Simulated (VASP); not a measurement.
Pd, 2 atoms in the cell. The structure is hexagonal, space group P6_3/mmc (No. 194). The conventional cell has a = 2.773 Å, b = 2.773 Å, c = 4.625 Å, α = 90.00°, β = 90.00°, γ = 120.00°. Pd (site symmetry -6m2) has 12 Pd at 2.77 to 2.81 Å within 3.7 Å. This isn't the form of Pd at room conditions, which is fcc.

* Program: VASP 6.6.1
* Task: single point
* Functional: PBE
* Potentials or basis: VASP PAW PBE potentials, release 64 (Pd)
* Cutoff: 520 eV
* k mesh: 17 × 17 × 9
* Occupations: fermi-dirac, width 0.05 eV
* Spin: non-collinear spin, zero start, spin-orbit coupling
* Starting moments: [[0.0, 0.0, 0.0], [0.0, 0.0, 0.0]] μB
* Dipole correction: no
* Further INCAR settings: ALGO = Normal; EDIFF = 1e-06; NBANDS = 32

Potentials or basis: VASP PAW PBE potentials, release 64 (Pd).

The run is started by

```console
$ cat potpaw_PBE.64/Pd/POTCAR > POTCAR
$ mpirun -np 1 vasp_ncl > vasp.out
```

Hardware: 1 thread of Intel(R) Xeon(R) Platinum 8488C (Sapphire Rapids) (shared host).

Q: How long does it take, and how much memory?

A: Wall time 4.1 min on 1 thread of Intel(R) Xeon(R) Platinum 8488C (Sapphire Rapids), on a shared host, peak memory 0.38 GiB. Counts: scf iterations 12, k points 165.
